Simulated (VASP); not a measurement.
# Zn (P6/mmm) in VASP: notebook, part 2 of 3

VASP 6.6.1. Earlier steps stand in the parts before.

## Step 3: Single point, PBE

This run uses another cell than the first one, of 17.47 Å³/atom.

INCAR

```
ALGO = Normal
EDIFF = 1E-6
ENCUT = 520
GGA = PE
ISIF = 2
ISMEAR = 0
LASPH = T
LCHARG = F
LREAL = F
LWAVE = F
NBANDS = 19
NELM = 80
PREC = Accurate
SIGMA = 0.1
```

KPOINTS

```
k-points
0
Gamma
  12 12 4
```

POSCAR

```
Zn
1.0
    2.5708601499      0.0000000000      0.0000000000
   -1.2854300749      2.2264301994      0.0000000000
    0.0000000000      0.0000000000      6.1026869565
Zn
2
Direct
    0.0000000000      0.0000000000      0.2499414718
    0.0000000000      0.0000000000      0.7500585282
```

Potentials or basis: VASP PAW PBE potentials, release 64 (Zn).

Started as:

```bash
$ cat potpaw_PBE.64/Zn/POTCAR > POTCAR
$ mpirun -np 1 vasp_std > vasp.out
```

OUTCAR:

```text
EDIFF = 1E-6
   ENCUT = 520
   GGA = PE
   ISIF = 2
   ISMEAR = 0
   LASPH = T
   LREAL = F
   NELM = 80
   PREC = Accurate

 ion  position               nearest neighbor table
   1  0.000  0.000  0.250-
   2  0.000  0.000  0.750-

  LATTYP: Found a hexagonal cell.
 ALAT       =     2.5708601499
 C/A-ratio  =     2.3737918831

  Lattice vectors:

 A1 = (   2.5708601499,   0.0000000000,   0.0000000000)
 A2 = (  -1.2854300749,   2.2264301994,   0.0000000000)
 A3 = (   0.0000000000,   0.0000000000,   6.1026869565)

Analysis of symmetry for initial positions (statically):
=====================================================================
 Subroutine PRICEL returns:
 Original cell was already a primitive cell.

 Routine SETGRP: Setting up the symmetry group for a
 hexagonal supercell.

 Subroutine GETGRP returns: Found 24 space group operations
 (whereof 24 operations were pure point group operations)
 out of a pool of 24 trial point group operations.

The static configuration has the point symmetry D_6h.

Analysis of symmetry for dynamics (positions and initial velocities):
=====================================================================
 Subroutine PRICEL returns:
 Original cell was already a primitive cell.

 Routine SETGRP: Setting up the symmetry group for a
 hexagonal supercell.

 Subroutine GETGRP returns: Found 24 space group operations
 (whereof 24 operations were pure point group operations)
 out of a pool of 24 trial point group operations.

The dynamic configuration has the point symmetry D_6h.

 Subroutine INISYM returns: Found 24 space group operations
 (whereof 24 operations are pure point group operations),
 and found     1 'primitive' translations

----------------------------------------------------------------------------------------

                                     Primitive cell

  volume of cell :      34.9308

  direct lattice vectors                    reciprocal lattice vectors
     2.570860150  0.000000000  0.000000000     0.388974873  0.224574748  0.000000000
    -1.285430075  2.226430199  0.000000000     0.000000000  0.449149495  0.000000000
     0.000000000  0.000000000  6.102686957     0.000000000  0.000000000  0.163862247

  length of vectors
     2.570860150  2.570860150  6.102686957     0.449149495  0.449149495  0.163862247

  position of ions in fractional coordinates (direct lattice)
     0.000000000  0.000000000  0.249941472
     0.000000000  0.000000000  0.750058528

  ion indices of the primitive-cell ions
   primitive index   ion index
                 1           1
                 2           2

----------------------------------------------------------------------------------------

 KPOINTS: k-points

Automatic generation of k-mesh.
 Grid dimensions read from file:
 generate k-points for:   12   12    4

 Generating k-lattice:

  Cartesian coordinates                     Fractional coordinates (reciprocal lattice)
     0.032414573  0.018714562  0.000000000     0.083333333  0.000000000  0.000000000
     0.000000000  0.037429125  0.000000000     0.000000000  0.083333333  0.000000000
     0.000000000  0.000000000  0.040965562     0.000000000  0.000000000  0.250000000

  Length of vectors
     0.037429125  0.037429125  0.040965562

  Shift w.r.t. Gamma in fractional coordinates (k-lattice)
     0.000000000  0.000000000  0.000000000

 Subroutine IBZKPT returns following result:
 ===========================================

 Found     57 irreducible k-points:

 Following reciprocal coordinates:
            Coordinates               Weight
  0.000000  0.000000  0.000000      1.000000
  0.083333  0.000000  0.000000      6.000000
  0.166667  0.000000  0.000000      6.000000
  0.250000  0.000000  0.000000      6.000000
  0.333333  0.000000  0.000000      6.000000
  0.416667  0.000000  0.000000      6.000000
[... 16 lines left out ...]
  0.250000  0.000000  0.250000     12.000000
  0.333333  0.000000  0.250000     12.000000
 [... further k-points ...]
   k-points           NKPTS =     57   k-points in BZ     NKDIM =     57   number of bands    NBANDS=     19
   number of dos      NEDOS =    301   number of ions     NIONS =      2
   total plane-waves  NPLWV =  19200
   dimension x,y,z NGX =    20 NGY =   20 NGZ =   48
   dimension x,y,z NGXF=    40 NGYF=   40 NGZF=   96
   ions per type =               2
   NGX,Y,Z   is equivalent  to a cutoff of  12.93, 12.93, 13.08 a.u.
   NGXF,Y,Z  is equivalent  to a cutoff of  25.87, 25.87, 26.15 a.u.
 SYSTEM =  unknown system
   PREC   = accura    normal or accurate (medium, high low for compatibility)
   ISTART =      0    job   : 0-new  1-cont  2-samecut
   ICHARG =      2    charge: 1-file 2-atom 10-const
   ISPIN  =      1    spin polarized calculation?
   LNONCOLLINEAR =      F non collinear calculations
   LSORBIT =      F    spin-orbit coupling
   LASPH  =      T    aspherical Exc in radial PAW
   ENCUT  =  520.0 eV  38.22 Ry    6.18 a.u.   4.78  4.78 11.35*2*pi/ulx,y,z
   NELM   =     80;   NELMIN=  2; NELMDL= -5     # of ELM steps
   EDIFF  = 0.1E-05   stopping-criterion for ELM
   LREAL  =      F    real-space projection
   EDIFFG = 0.1E-04   stopping-criterion for IOM
   NSW    =      0    number of steps for IOM
   IBRION =     -1    ionic relax: 0-MD 1-quasi-New 2-CG
   NFREE  =      0    steps in history (QN), initial steepest desc. (CG)
   ISIF   =      2    stress and relaxation
   ISYM   =      2    0-nonsym 1-usesym 2-fastsym
   POTIM  = 0.5000    time-step for ionic-motion
   TEBEG  =    0.0;   TEEND  =   0.0 temperature during run
   PSTRESS=    0.0 pullay stress
   NELECT =      24.0000    total number of electrons
   NUPDOWN=      -1.0000    fix difference up-down
   EMIN   =  10.00;   EMAX   =-10.00  energy-range for DOS
   EFERMI =   0.00;   METHOD = LEGACY
   ISMEAR =     0;   SIGMA  =   0.10  broadening in eV -4-tet -1-fermi 0-gaus
   EFERMI_NEDOS =   21; number of points for ismear=-14 and -15
   IALGO  =     38    algorithm
   IMIX   =      4    mixing-type and parameters
     AMIX     =   0.40;   BMIX     =  1.00
     AMIX_MAG =   1.60;   BMIX_MAG =  1.00
  volume/ion in A,a.u.               =      17.47       117.86
  Fermi-wavevector in a.u.,A,eV,Ry     =   1.444583  2.729865 28.392893  2.086819
  Thomas-Fermi vector in A             =   2.562861
   LORBIT       =      0    0 simple, 1 ext, 2 COOP (PROOUT), +10 PAW based schemes
   GGA     = PE    functional components
   LHFCALC =     F    Hartree Fock is set to
   AEXX    =    0.0000 exact exchange contribution
   IVDW    =     0    specifies the selected vdW correction
   LEPSILON=     F    determine dielectric tensor
   LRPA    =     F    only Hartree local field effects (RPA)
 non-spin polarized calculation
 Gauss-broadening in eV      SIGMA  =   0.10
  energy-cutoff  :      520.00
  volume of cell :       34.93
 maximum number of plane-waves:       958
 NGX is ok and might be reduce to    20
   NGX =  9   NGY =  9   NGZ = 23

 number of electron      24.0000005 magnetization

 Free energy of the ion-electron system (eV)
  ---------------------------------------------------
  ext. energy  EPLUGINS =         0.00000000
  ---------------------------------------------------
  free energy    TOTEN  =        -1.99065852 eV

  energy without entropy =       -1.98855548  energy(sigma->0) =       -1.98960700

 E-fermi :   2.0254     XC(G=0): -10.7270

 val. band max:        1.9745218933   @ k =   0.5000   0.0000   0.2500
 cond. band min:       2.0876391538   @ k =   0.4167   0.1667   0.5000
 fundamental gap:      0.1131172605
 Fermi energy:         2.0254404011

 k-point     1 :       0.0000    0.0000    0.0000
  band No.  band energies     occupation
      1      -7.4958      2.00000
      2      -6.6231      2.00000
      3      -5.7926      2.00000
      4      -5.4730      2.00000
      5      -5.4730      2.00000
      6      -5.4553      2.00000
[... 11 lines left out ...]
     18      23.2130      0.00000
     19      25.2055      0.00000

 k-point     2 :       0.0833    0.0000    0.0000
  band No.  band energies     occupation
      1      -7.2762      2.00000
      2      -6.4847      2.00000
      3      -5.7570      2.00000
      4      -5.5039      2.00000
      5      -5.4841      2.00000
      6      -5.4169      2.00000
[... 476 lines left out ...]
 k-point    24 :       0.3333    0.0000    0.2500
  band No.  band energies     occupation
      1      -6.1650      2.00000
      2      -6.1037      2.00000
      3      -5.6914      2.00000
      4      -5.4713      2.00000
      5      -5.3460      2.00000
      6      -5.0923      2.00000
[... 11 lines left out ...]
     18      16.1399      0.00000
     19      17.5767      0.00000

 [... further k-points ...]

------------------------ aborting loop because EDIFF is reached ----------------------------------------

  FORCE on cell =-STRESS in cart. coord.  units (eV):
  Direction    XX          YY          ZZ          XY          YZ          ZX
  --------------------------------------------------------------------------------------
  -------------------------------------------------------------------------------------
  Total        0.0938593      0.0938593      0.0729078      0.0000000      0.0000000      0.0000000
  in kB        4.3050620      4.3050620      3.3440764      0.0000000      0.0000000      0.0000000
  external PRESSURE =       3.9847335 kB  Pullay stress =       0.0000000 kB

 VOLUME and BASIS-vectors are now :
 -----------------------------------------------------------------------------
  energy-cutoff  :      520.00
  volume of cell :       34.93
      direct lattice vectors                 reciprocal lattice vectors
     2.570860150  0.000000000  0.000000000     0.388974873  0.224574748  0.000000000
    -1.285430075  2.226430199  0.000000000     0.000000000  0.449149495  0.000000000
     0.000000000  0.000000000  6.102686957     0.000000000  0.000000000  0.163862247

 POSITION                                       TOTAL-FORCE (eV/Angst)
 -----------------------------------------------------------------------------------
      0.00000      0.00000      1.52531        -0.000000      0.000000      0.000689
      0.00000      0.00000      4.57737         0.000000     -0.000000     -0.000689
 -----------------------------------------------------------------------------------
    total drift:                               -0.000000      0.000000      0.000000

  FREE ENERGIE OF THE ION-ELECTRON SYSTEM (eV)
  ---------------------------------------------------
  free  energy   TOTEN  =        -1.9906585204 eV

  energy  without entropy=       -1.9885554796  energy(sigma->0) =       -1.98960700
```

OSZICAR:

```text
N       E                     dE             d eps       ncg     rms          rms(c)
DAV:   1     0.116064511515E+03    0.11606E+03   -0.12281E+04  2190   0.191E+03
DAV:   2     0.347805730961E+01   -0.11259E+03   -0.10889E+03  2169   0.295E+02
DAV:   3    -0.215040610801E+01   -0.56285E+01   -0.56104E+01  2431   0.720E+01
DAV:   4    -0.218866221967E+01   -0.38256E-01   -0.38247E-01  2415   0.614E+00
DAV:   5    -0.218871898335E+01   -0.56764E-04   -0.56763E-04  2354   0.217E-01    0.368E+00
DAV:   6    -0.200545048231E+01    0.18327E+00   -0.73897E-01  2390   0.175E+01    0.264E+00
DAV:   7    -0.199550960657E+01    0.99409E-02   -0.27764E-02  2588   0.259E+00    0.137E+00
DAV:   8    -0.199061959872E+01    0.48900E-02   -0.31771E-03  2457   0.725E-01    0.576E-02
DAV:   9    -0.199065572729E+01   -0.36129E-04   -0.54426E-04  2611   0.272E-01    0.363E-02
DAV:  10    -0.199065863437E+01   -0.29071E-05   -0.54571E-05  2291   0.964E-02    0.533E-03
DAV:  11    -0.199065852044E+01    0.11392E-06   -0.44274E-07  1654   0.584E-03
   1 F= -.19906585E+01 E0= -.19896070E+01  d E =-.210304E-02
```

stdout:

```text
POSCAR found type information on POSCAR Zn
 POSCAR found :  1 types and       2 ions
 scaLAPACK will be used
 LDA part: xc-table for (Slater+PW92), standard interpolation
 POSCAR, INCAR and KPOINTS ok, starting setup
 FFT: planning ... GRIDC
 FFT: planning ... GRID_SOFT
 FFT: planning ... GRID
 WAVECAR not read
 entering main loop
```

It took 48 s on 1 thread of Intel Xeon 8259CL, shared host; peak memory 0.16 GiB.

What came out:

* Free energy: -1.9907 eV
* Pressure: 0.4 GPa
* Band gap on the k mesh: zero (bands 12 and 13 overlap by 6.00 eV)

Stress tensor (GPa, compression positive):
```
0.43 0.00 0.00
0.00 0.43 0.00
0.00 0.00 0.33
```

Levels at points of the mesh, in eV from the Fermi level:
```tsv
k point	band 8	band 9	band 10	band 11	band 12	band 13	band 14	band 15	band 16	band 17
(0.00, 0.00, 0.00)	-6.97	-6.97	-6.89	-6.89	-5.14	-3.47	6.30	10.29	20.33	20.33
(0.50, 0.00, 0.00)	-6.82	-6.60	-6.59	-1.86	-0.09	0.40	3.33	3.39	6.73	12.77
(0.00, 0.00, 0.50)	-7.24	-6.93	-6.93	-6.93	-6.93	0.89	0.89	17.48	17.48	21.41
(0.50, 0.00, 0.50)	-7.07	-6.59	-6.59	-0.91	-0.91	0.68	0.68	8.24	8.25	9.75
```

(Part 2 of 3 ends here.)

The gap in the log of VASP goes by the Fermi energy; the results here count the filled bands.